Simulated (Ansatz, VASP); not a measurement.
**KF in VASP and in Ansatz**

The input INCAR:

```
SYSTEM = KF
PREC = Accurate ; ENCUT = 520
EDIFF = 1E-8 ; ISMEAR = -1
SIGMA = 0.03 ; LREAL = .False.
LASPH = .True. ; NELM = 60
ALGO = Normal ; ISIF = 2
LWAVE = .False. ; LCHARG = .False.
GGA = PS ; LEFG = .True.
NBANDS = 15
```

KPOINTS

```
Automatic mesh
0
Gamma
  8 8 8
  0 0 0
```

Contents of POSCAR:

```
KF
1.0
    0.0000000000      2.6718500000      2.6718500000
    2.6718500000      0.0000000000      2.6718500000
    2.6718500000      2.6718500000      0.0000000000
K F
1 1
Direct
   -0.0450000000     -0.0450000000      0.0450000000
    0.5450000000      0.5450000000      0.4550000000
```

Input for Ansatz:

```yaml
crystal:
  lattice:
    - [0.0, 2.67185, 2.67185]
    - [2.67185, 0.0, 2.67185]
    - [2.67185, 2.67185, 0.0]
  atoms:
    - { symbol: K, position: [-0.045, -0.045, 0.045] }
    - { symbol: F, position: [0.545, 0.545, 0.455] }
kpoints:
  mp_grid: { grid: [8, 8, 8] }
scf:
  occupations: { method: fermi_dirac, width: 0.03 }
hamiltonian:
  xc: pbesol
  pseudopotentials: { kind: paw }
output:
  forces: true
  stress: true
  eigenvalues: true
  efg: { contact_densities: true }
  populations: true
```

Change from the starting cell: shortest bond scaled by 0.82, PAW files.

Alike in both runs: task electric field gradients; functional PBEsol; k mesh 8 × 8 × 8; occupations fermi-dirac, width 0.03 eV; no spin polarisation.

|  | VASP | Ansatz |
| --- | --- | --- |
| version | VASP 6.6.1 | Ansatz 0.2.0 |
| potentials or method | VASP PAW PBE potentials, release 64 (K_sv, F) | PAW with Ansatz's default frozen-core files, scalar-relativistic |
| plane-wave cutoff (eV) | 520 | 420 |
| valence electrons in the cell | 16 | 16 |

```csv
,VASP,Ansatz,Ansatz less VASP
gap on the k mesh at the Fermi level (eV),5.95,5.96,+0.017
pressure (GPa),3.8,3.6,-0.22
"traceless stress, the component that is largest in VASP (GPa)",9.50,9.07,-0.431
rms of the force components (eV/Å),0.960,0.914,-0.0465
size of Vzz on the site where it differs most (V/Å²),28.3,27.8,-0.51
```

VASP's potentials were made for PBE, not for PBEsol. Atom by atom the forces differ by 0.047 eV/Å (rms over components).
